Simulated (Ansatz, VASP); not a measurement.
## Se in VASP and in Ansatz

The input INCAR:

```
PREC = Accurate
ENCUT = 520
EDIFF = 1E-6
ISMEAR = -1
SIGMA = 0.03
LREAL = F
LASPH = T
NELM = 80
ALGO = Normal
ISIF = 2
LWAVE = F
LCHARG = F
GGA = CA
NBANDS = 16
```

KPOINTS

```
regular mesh
0
Gamma
  6 6 5
```

Contents of POSCAR:

```
Se
1.0
    4.3225379494      0.0000000000      0.0000000000
   -2.1612689748      3.7434276731      0.0000000000
    0.0000000000      0.0000000000      4.9536000000
Se
3
Direct
    0.2254000000      0.0000000000      0.3333333333
    0.0000000000      0.2254000000      0.6666666667
    0.7746000000      0.7746000000      0.0000000000
```

Input for Ansatz:

```yaml
crystal:
  lattice:
    - [4.3225379494, 0.0, 0.0]
    - [-2.1612689748, 3.7434276731, 0.0]
    - [0.0, 0.0, 4.9536]
  atoms:
    - { symbol: Se, position: [0.2254, 0.0, 0.3333333333] }
    - { symbol: Se, position: [0.0, 0.2254, 0.6666666667] }
    - { symbol: Se, position: [0.7746, 0.7746, 0.0] }
kpoints:
  mp_grid: { grid: [6, 6, 5] }
  band_path:
    path:
      - [0.0, 0.0, 0.0]
      - [0.5, 0.0, 0.0]
      - [0.3333333333, 0.3333333333, 0.0]
      - [0.0, 0.0, 0.0]
      - [0.0, 0.0, 0.5]
      - [0.5, 0.0, 0.5]
      - [0.3333333333, 0.3333333333, 0.5]
      - [0.0, 0.0, 0.5]
      - [0.5, 0.0, 0.5]
    npoints: 5
scf:
  occupations: { method: fermi_dirac, width: 0.03 }
hamiltonian:
  xc: lda
  pseudopotentials: { kind: all_electron, lapw: { basis_error: 0.0005 } }
output:
  forces: true
  stress: true
  eigenvalues: true
```

Change from the starting cell: equal xx and yy strain of -1 %.

Alike in both runs: task single point; functional LDA; k mesh 6 × 6 × 5; occupations fermi-dirac, width 0.03 eV; no spin polarisation.

```csv
,VASP,Ansatz
version,VASP 6.6.1,Ansatz 0.2.0
potentials or method,"VASP PAW LDA potentials, release 64 (Se), cutoff 520 eV","all-electron LAPW, scalar-relativistic"
```

```tsv
	VASP	Ansatz	Ansatz less VASP
gap on the k mesh at the Fermi level (eV)	1.19	1.20	+0.010
pressure (GPa)	-0.1	-0.4	-0.23
traceless stress, the component that is largest in VASP (GPa)	1.16	1.06	-0.099
rms of the force components (eV/Å)	0.264	0.233	-0.0314
```

LDA's correlation is that of Perdew and Zunger in VASP and of Perdew and Wang (1992) in Ansatz. Atom by atom the forces differ by 0.031 eV/Å (rms over components). Ansatz ran all-electron here, and VASP with PAW potentials.
